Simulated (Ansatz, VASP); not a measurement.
# Two plane-wave programs on MgO

```xyz
4
Lattice="3.3121 0.0000 0.0000 -1.6560 2.8683 0.0000 0.0000 0.0000 4.3869" Properties=species:S:1:pos:R:3 pbc="T T T"
Mg    1.6560    0.9561    3.2902
Mg    0.0000    1.9122    1.0967
O     1.6560    0.9561    1.0967
O     0.0000    1.9122    3.2902
```

Change from the starting cell: strain -0.050 along x and y, +0.050 along z, atoms carried along.

Alike in both runs: task single point; functional PBEsol; k mesh 9 × 9 × 6; occupations gaussian, width 0.05 eV; no spin polarisation.

```csv
,VASP,Ansatz
version,VASP 6.6.1,Ansatz 0.2.0
potentials or method,"VASP PAW PBE potentials, release 64 (Mg, O), cutoff 520 eV","scalar-relativistic, plane waves, PAW"
valence electrons in the cell,16,32
```

Ansatz gave:

| Property | Result |
| --- | --- |
| gap on the k mesh at the Fermi level (eV) | 3.51 |
| least direct gap on the mesh (eV) | 3.51 |
| pressure (GPa) | 11.4 |
| traceless stress, the component that is largest in VASP (GPa) | -13.48 |

Q: Estimate VASP's values.

A: gap on the k mesh at the Fermi level (eV): 3.51; least direct gap on the mesh (eV): 3.51; pressure (GPa): 11.3; traceless stress, the component that is largest in VASP (GPa): -13.73.

VASP's potentials were made for PBE, not for PBEsol. With one functional, cell and mesh, what is left measures potentials, basis and numerics. VASP's potentials hold 16 valence electrons a cell and Ansatz's 32, so a difference there can come from the potentials and not from the codes.
